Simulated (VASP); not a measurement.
# InAs (F-43m) in VASP: relaxation of cell and atoms with r2SCAN

Aim: the relaxation of cell and atoms of InAs with r2SCAN.

Everything below comes from runs of VASP 6.6.1. Logs are shortened: lines on timing, memory, paths and dates and some standing lists are left out, and cuts for length are marked.

## 1. The cell of the first run

Symmetry: F-43m, No. 216, cubic system. Conventional cell: a = 6.107 Å, b = 6.107 Å, c = 6.107 Å, α = 90.00°, β = 90.00°, γ = 90.00°. In (site symmetry -43m) has 4 As at 2.64 Å within 3.5 Å. As (site symmetry -43m) has 4 In at 2.64 Å within 3.5 Å.

## 2. Relaxation of cell and atoms, r2SCAN

POSCAR reads:

```
InAs
1.0
    0.0000000000      3.0535620000      3.0535620000
    3.0535620000      0.0000000000      3.0535620000
    3.0535620000      3.0535620000      0.0000000000
In As
1 1
Direct
    0.7500000000      0.7500000000      0.7500000000
    0.0000000000      0.0000000000      0.0000000000
```

INCAR.step1 reads:

```
PREC     = Accurate       # precision mode
ENCUT    = 600            # plane-wave cutoff, eV
ISMEAR   = 0              # smearing method
SIGMA    = 0.1            # smearing width, eV
LREAL    = False          # projectors in reciprocal space
LASPH    = True           # aspherical terms in the spheres
NELM     = 100            # most SCF steps
GGA      = PE             # functional
ALGO     = Normal         # electronic algorithm
EDIFF    = 1E-4           # SCF threshold, eV
LWAVE    = True           # write WAVECAR
LCHARG   = False          # write CHGCAR
```

INCAR.step2 reads:

```
PREC     = Accurate       # precision mode
ENCUT    = 600            # plane-wave cutoff, eV
EDIFF    = 1E-7           # SCF threshold, eV
ISMEAR   = 0              # smearing method
SIGMA    = 0.1            # smearing width, eV
LREAL    = False          # projectors in reciprocal space
LASPH    = True           # aspherical terms in the spheres
NELM     = 100            # most SCF steps
ALGO     = Normal         # electronic algorithm
ISIF     = 3              # what is computed and relaxed
LWAVE    = False          # write WAVECAR
LCHARG   = False          # write CHGCAR
METAGGA  = R2SCAN         # meta-GGA
LMIXTAU  = True         
IBRION   = 2              # ionic algorithm
NSW      = 70             # ionic steps
EDIFFG   = -0.02          # ionic threshold
ISTART   = 1
```

KPOINTS reads:

```
Automatic mesh
0
Gamma
  16 16 16
```

Potentials or basis: VASP PAW PBE potentials, release 64 (In_d, As).

Command:

```console
$ cat potpaw_PBE.64/In_d/POTCAR potpaw_PBE.64/As/POTCAR > POTCAR
$ cp INCAR.step1 INCAR
$ mpirun -np 1 vasp_std > vasp.out
$ cp INCAR.step2 INCAR
$ mpirun -np 1 vasp_std > vasp.out
```

OUTCAR:

```text
PREC = Accurate
   ENCUT = 600
   EDIFF = 1E-7
   ISMEAR = 0
   LREAL = False
   LASPH = True
   NELM = 100
   ISIF = 3
   METAGGA = R2SCAN
   IBRION = 2
   NSW = 70
   EDIFFG = -0.02
   ISTART = 1

 ion  position               nearest neighbor table
   1  0.750  0.750  0.750-   2 2.64   2 2.64   2 2.64   2 2.64
   2  0.000  0.000  0.000-   1 2.64   1 2.64   1 2.64   1 2.64

  LATTYP: Found a face centered cubic cell.
 ALAT       =     6.1071240000

  Lattice vectors:

 A1 = (   0.0000000000,   3.0535620000,   3.0535620000)
 A2 = (   3.0535620000,   0.0000000000,   3.0535620000)
 A3 = (   3.0535620000,   3.0535620000,   0.0000000000)

Analysis of symmetry for initial positions (statically):
=====================================================================
 Subroutine PRICEL returns:
 Original cell was already a primitive cell.

 Routine SETGRP: Setting up the symmetry group for a
 face centered cubic supercell.

 Subroutine GETGRP returns: Found 24 space group operations
 (whereof 24 operations were pure point group operations)
 out of a pool of 48 trial point group operations.

The static configuration has the point symmetry T_d .

Analysis of symmetry for dynamics (positions and initial velocities):
=====================================================================
 Subroutine PRICEL returns:
 Original cell was already a primitive cell.

 Routine SETGRP: Setting up the symmetry group for a
 face centered cubic supercell.

 Subroutine GETGRP returns: Found 24 space group operations
 (whereof 24 operations were pure point group operations)
 out of a pool of 48 trial point group operations.

The dynamic configuration has the point symmetry T_d .

 Subroutine INISYM returns: Found 24 space group operations
 (whereof 24 operations are pure point group operations),
 and found     1 'primitive' translations

----------------------------------------------------------------------------------------

                                     Primitive cell

  volume of cell :      56.9443

  direct lattice vectors                    reciprocal lattice vectors
     0.000000000  3.053562000  3.053562000    -0.163743196  0.163743196  0.163743196
     3.053562000  0.000000000  3.053562000     0.163743196 -0.163743196  0.163743196
     3.053562000  3.053562000  0.000000000     0.163743196  0.163743196 -0.163743196

  length of vectors
     4.318388794  4.318388794  4.318388794     0.283611534  0.283611534  0.283611534

  position of ions in fractional coordinates (direct lattice)
     0.750000000  0.750000000  0.750000000
     0.000000000  0.000000000  0.000000000

  ion indices of the primitive-cell ions
   primitive index   ion index
                 1           1
                 2           2

----------------------------------------------------------------------------------------

 KPOINTS: Automatic mesh

Automatic generation of k-mesh.
 Grid dimensions read from file:
 generate k-points for:   16   16   16

 Generating k-lattice:

  Cartesian coordinates                     Fractional coordinates (reciprocal lattice)
    -0.010233950  0.010233950  0.010233950     0.062500000  0.000000000  0.000000000
     0.010233950 -0.010233950  0.010233950     0.000000000  0.062500000  0.000000000
     0.010233950  0.010233950 -0.010233950     0.000000000  0.000000000  0.062500000

  Length of vectors
     0.017725721  0.017725721  0.017725721

  Shift w.r.t. Gamma in fractional coordinates (k-lattice)
     0.000000000  0.000000000  0.000000000

 Subroutine IBZKPT returns following result:
 ===========================================

 Found    145 irreducible k-points:

 Following reciprocal coordinates:
            Coordinates               Weight
  0.000000  0.000000  0.000000      1.000000
  0.062500  0.000000  0.000000      8.000000
  0.125000  0.000000  0.000000      8.000000
  0.187500  0.000000  0.000000      8.000000
  0.250000  0.000000  0.000000      8.000000
  0.312500  0.000000  0.000000      8.000000
[... 16 lines left out ...]
 -0.125000  0.062500  0.000000     24.000000
 -0.062500  0.062500  0.000000     12.000000
 [... further k-points ...]
   k-points           NKPTS =    145   k-points in BZ     NKDIM =    145   number of bands    NBANDS=     13
   number of dos      NEDOS =    301   number of ions     NIONS =      2
   total plane-waves  NPLWV =  46656
   dimension x,y,z NGX =    36 NGY =   36 NGZ =   36
   dimension x,y,z NGXF=    72 NGYF=   72 NGZF=   72
   ions per type =               1   1
   NGX,Y,Z   is equivalent  to a cutoff of  13.86, 13.86, 13.86 a.u.
   NGXF,Y,Z  is equivalent  to a cutoff of  27.72, 27.72, 27.72 a.u.
 SYSTEM =  unknown system
   PREC   = accura    normal or accurate (medium, high low for compatibility)
   ISTART =      1    job   : 0-new  1-cont  2-samecut
   ICHARG =      0    charge: 1-file 2-atom 10-const
   ISPIN  =      1    spin polarized calculation?
   LNONCOLLINEAR =      F non collinear calculations
   LSORBIT =      F    spin-orbit coupling
   LASPH  =      T    aspherical Exc in radial PAW
   ENCUT  =  600.0 eV  44.10 Ry    6.64 a.u.   8.62  8.62  8.62*2*pi/ulx,y,z
   NELM   =    100;   NELMIN=  2; NELMDL=  0     # of ELM steps
   EDIFF  = 0.1E-06   stopping-criterion for ELM
   LREAL  =      F    real-space projection
   EDIFFG = -.2E-01   stopping-criterion for IOM
   NSW    =     70    number of steps for IOM
   IBRION =      2    ionic relax: 0-MD 1-quasi-New 2-CG
   NFREE  =      1    steps in history (QN), initial steepest desc. (CG)
   ISIF   =      3    stress and relaxation
   ISYM   =      2    0-nonsym 1-usesym 2-fastsym
   POTIM  = 0.5000    time-step for ionic-motion
   TEBEG  =    0.0;   TEEND  =   0.0 temperature during run
   PSTRESS=    0.0 pullay stress
   NELECT =      18.0000    total number of electrons
   NUPDOWN=      -1.0000    fix difference up-down
   EMIN   =  10.00;   EMAX   =-10.00  energy-range for DOS
   EFERMI =   0.00;   METHOD = LEGACY
   ISMEAR =     0;   SIGMA  =   0.10  broadening in eV -4-tet -1-fermi 0-gaus
   EFERMI_NEDOS =   21; number of points for ismear=-14 and -15
   IALGO  =     38    algorithm
   IMIX   =      4    mixing-type and parameters
     AMIX     =   0.40;   BMIX     =  1.00
     AMIX_MAG =   1.60;   BMIX_MAG =  1.00
  volume/ion in A,a.u.               =      28.47       192.14
  Fermi-wavevector in a.u.,A,eV,Ry     =   1.115190  2.107404 16.920873  1.243649
  Thomas-Fermi vector in A             =   2.251792
   LORBIT       =      0    0 simple, 1 ext, 2 COOP (PROOUT), +10 PAW based schemes
   METAGGA = R2SCAN    functional components
   LHFCALC =     F    Hartree Fock is set to
   AEXX    =    0.0000 exact exchange contribution
   IVDW    =     0    specifies the selected vdW correction
   LEPSILON=     F    determine dielectric tensor
   LRPA    =     F    only Hartree local field effects (RPA)
 conjugate gradient relaxation of ions
 non-spin polarized calculation
 Gauss-broadening in eV      SIGMA  =   0.10
  energy-cutoff  :      600.00
  volume of cell :       56.94
 maximum number of plane-waves:      1924
   NGX = 17   NGY = 17   NGZ = 17

 number of electron      18.0000002 magnetization

 Free energy of the ion-electron system (eV)
  ---------------------------------------------------
  ext. energy  EPLUGINS =         0.00000000
  ---------------------------------------------------
  free energy    TOTEN  =       -38.06343164 eV

  energy without entropy =      -38.06336986  energy(sigma->0) =      -38.06340075

 E-fermi :   4.0788     XC(G=0):  -9.5211

 val. band max:        4.0609703789   @ k =   0.0000   0.0000   0.0000
 cond. band min:       4.7819428866   @ k =   0.0625   0.0000   0.0000
 fundamental gap:      0.7209725078
 Fermi energy:         4.0787997174

 k-point     1 :       0.0000    0.0000    0.0000
  band No.  band energies     occupation
      1     -10.8177      2.00000
      2     -10.8177      2.00000
      3     -10.8177      2.00000
      4     -10.6829      2.00000
      5     -10.6829      2.00000
      6      -8.1319      2.00000
      7       3.9750      1.85771
      8       3.9750      1.85771
      9       3.9750      1.85770
     10       4.0610      1.19907
     11       8.2328      0.00000
     12       8.2328      0.00000
     13       8.2329      0.00000

 k-point     2 :       0.0625    0.0000    0.0000
  band No.  band energies     occupation
      1     -10.8229      2.00000
      2     -10.8162      2.00000
      3     -10.8162      2.00000
      4     -10.6829      2.00000
      5     -10.6829      2.00000
      6      -8.0909      2.00000
      7       3.1227      2.00000
      8       3.9244      1.97100
      9       3.9244      1.97100
     10       4.7819      0.00000
     11       8.2371      0.00000
     12       8.3101      0.00000
     13       8.3101      0.00000

 k-point     3 :       0.1250    0.0000    0.0000
  band No.  band energies     occupation
      1     -10.8373      2.00000
      2     -10.8120      2.00000
      3     -10.8120      2.00000
      4     -10.6829      2.00000
      5     -10.6829      2.00000
      6      -7.9704      2.00000
      7       2.1749      2.00000
      8       3.7894      1.99996
      9       3.7894      1.99996
     10       5.3027      0.00000
     11       8.3698      0.00000
     12       8.5105      0.00000
     13       8.5105      0.00000

 k-point     4 :       0.1875    0.0000    0.0000
  band No.  band energies     occupation
      1     -10.8580      2.00000
      2     -10.8060      2.00000
      3     -10.8060      2.00000
      4     -10.6826      2.00000
      5     -10.6826      2.00000
      6      -7.7786      2.00000
      7       1.2271      2.00000
      8       3.6080      2.00000
      9       3.6080      2.00000
     10       5.5144      0.00000
     11       8.7536      0.00000
     12       8.7536      0.00000
     13       8.7918      0.00000

 k-point     5 :       0.2500    0.0000    0.0000
  band No.  band energies     occupation
      1     -10.8814      2.00000
      2     -10.7994      2.00000
      3     -10.7994      2.00000
      4     -10.6817      2.00000
      5     -10.6817      2.00000
      6      -7.5299      2.00000
      7       0.3258      2.00000
      8       3.4180      2.00000
      9       3.4180      2.00000
     10       5.5053      0.00000
     11       8.9451      0.00000
     12       8.9451      0.00000
     13       9.4650      0.00000
[... 257 lines left out ...]
 k-point    22 :      -0.1875    0.0625    0.0000
  band No.  band energies     occupation
      1     -10.8698      2.00000
      2     -10.8040      2.00000
      3     -10.8001      2.00000
      4     -10.6847      2.00000
      5     -10.6804      2.00000
      6      -7.6680      2.00000
      7       0.8717      2.00000
      8       3.1524      2.00000
      9       3.6500      2.00000
     10       5.7846      0.00000
     11       8.6071      0.00000
     12       8.7156      0.00000
     13       9.3323      0.00000

 k-point    23 :      -0.1250    0.0625    0.0000
  band No.  band energies     occupation
      1     -10.8485      2.00000
      2     -10.8102      2.00000
      3     -10.8065      2.00000
      4     -10.6846      2.00000
      5     -10.6813      2.00000
      6      -7.8791      2.00000
      7       1.7497      2.00000
      8       3.3984      2.00000
      9       3.8179      1.99978
     10       5.6288      0.00000
     11       8.2526      0.00000
     12       8.4956      0.00000
     13       9.0046      0.00000

 k-point    24 :      -0.0625    0.0625    0.0000
  band No.  band energies     occupation
      1     -10.8318      2.00000
      2     -10.8145      2.00000
      3     -10.8122      2.00000
      4     -10.6838      2.00000
      5     -10.6821      2.00000
      6      -8.0234      2.00000
      7       2.5677      2.00000
      8       3.6749      2.00000
      9       3.9201      1.97521
     10       5.2216      0.00000
     11       8.1587      0.00000
     12       8.3350      0.00000
     13       8.6372      0.00000

 [... further k-points ...]

------------------------ aborting loop because EDIFF is reached ----------------------------------------

  FORCE on cell =-STRESS in cart. coord.  units (eV):
  Direction    XX          YY          ZZ          XY          YZ          ZX
  --------------------------------------------------------------------------------------
  -------------------------------------------------------------------------------------
  Total        0.0282215      0.0282215      0.0282215     -0.0000000     -0.0000000     -0.0000000
  in kB        0.7940366      0.7940366      0.7940366     -0.0000000     -0.0000000     -0.0000000
  external PRESSURE =       0.7940366 kB  Pullay stress =       0.0000000 kB

 VOLUME and BASIS-vectors are now :
 -----------------------------------------------------------------------------
  energy-cutoff  :      600.00
  volume of cell :       56.94
      direct lattice vectors                 reciprocal lattice vectors
     0.000000000  3.053562000  3.053562000    -0.163743196  0.163743196  0.163743196
     3.053562000  0.000000000  3.053562000     0.163743196 -0.163743196  0.163743196
     3.053562000  3.053562000  0.000000000     0.163743196  0.163743196 -0.163743196

 POSITION                                       TOTAL-FORCE (eV/Angst)
 -----------------------------------------------------------------------------------
      4.58034      4.58034      4.58034         0.000000      0.000000      0.000000
      0.00000      0.00000      0.00000        -0.000000     -0.000000     -0.000000
 -----------------------------------------------------------------------------------
    total drift:                               -0.000002     -0.000002     -0.000002

  FREE ENERGIE OF THE ION-ELECTRON SYSTEM (eV)
  ---------------------------------------------------
  free  energy   TOTEN  =       -38.0634316387 eV

  energy  without entropy=      -38.0633698639  energy(sigma->0) =      -38.06340075

 reached required accuracy - stopping structural energy minimisation
```

Wall time 9.7 min (1 thread of Intel Xeon Platinum 8375C at 2.90GHz (Ice Lake), shared host); peak memory 0.33 GiB.

What came out:

| Quantity | Value |
| --- | --- |
| Free energy | -38.0634 eV |
| Pressure after relaxing | 0.1 GPa |

Final structure:
```xyz
2
Lattice="0.0000 3.0536 3.0536 3.0536 0.0000 3.0536 3.0536 3.0536 0.0000" Properties=species:S:1:pos:R:3 pbc="T T T"
In    4.5803    4.5803    4.5803
As    0.0000    0.0000    0.0000
```

Caveat: the relaxation stopped at its first step, so nothing moved; the PAW data sets were made with another functional, which shifts forces and pressure a little; spin-orbit coupling is left out, which moves the levels of the heavy elements.
